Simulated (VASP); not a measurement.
Runs of VASP 6.6.1 on CO. The cells are those of the table. 

| task | cell | gap on the mesh (eV) | pressure (GPa) | largest force (eV/Å) |
| --- | --- | --- | --- | --- |
| single point | a = 8.067, b = 7.798, c = 8.688 Å, 16 atoms | 5.76 | (a) | 6.40 |
| relaxation of the atoms | atoms relaxed from a = 7.742 Å, 16 atoms | (b) | 0.0 | 0.26 |
| single point | a = 8.683, b = 8.498, c = 9.275 Å, 16 atoms | 4.98 | -1.6 | 5.42 |
| single point | a = 8.031, b = 8.109, c = 8.604 Å, 16 atoms | 4.43 | 0.9 | 6.40 |
| single point | a = 7.742 Å, 16 atoms | 6.20 | 0.5 | 0.89 |

Alike in all rows: level PBE+D3(BJ); potentials or basis VASP PAW PBE potentials, release 64 (O, C); no spin polarisation; k mesh 1 × 1 × 1; cutoff (eV) 520; smearing fermi-dirac 0.05 eV.

Q: Fill in the values left out.

A: (a) 0.7; (b) 5.81.

Caveats: all runs use coarse meshes; the relaxation stopped at a loose force limit of 0.3 eV/Å, so its end isn't a converged minimum (some runs).

A k mesh can miss the band edges.
